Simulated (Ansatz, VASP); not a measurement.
AlN: VASP beside Ansatz

```xyz
8
Lattice="4.4025 0.0000 0.0000 0.0000 -4.4025 0.0000 0.0000 0.0000 -4.4025" Properties=species:S:1:pos:R:3 pbc="T T T"
Al   -0.1782    0.5040    0.1782
Al    2.2013   -2.2013    0.0000
Al    2.2013    0.0000   -2.2013
Al    0.0000   -2.2013   -2.2013
N     3.3019   -3.3019   -3.3019
N     1.1006   -1.1006   -3.3019
N     1.1006   -3.3019   -1.1006
N     3.3019   -1.1006   -1.1006
```

Alike in both runs: task single point; functional PBE; k mesh 6 × 6 × 6; occupations gaussian, width 0.05 eV; no spin polarisation.

|  | VASP | Ansatz |
| --- | --- | --- |
| version | VASP 6.6.1 | Ansatz 0.2.0 |
| potentials or method | VASP PAW PBE potentials, release 64 (Al, N), cutoff 520 eV | scalar-relativistic, plane waves, PAW |
| valence electrons in the cell | 32 | 32 |

```csv
,VASP,Ansatz,Ansatz less VASP
gap on the k mesh at the Fermi level (eV),1.39,1.40,+0.008
least direct gap on the mesh (eV),1.50,1.51,+0.009
pressure (GPa),15.0,15.1,+0.07
"traceless stress, the component that is largest in VASP (GPa)",-19.67,-19.56,+0.109
rms of the force components (eV/Å),6.156,6.144,-0.0123
```

Atom by atom the forces differ by 0.017 eV/Å (rms over components). With one functional, cell and mesh, what is left measures potentials, basis and numerics.
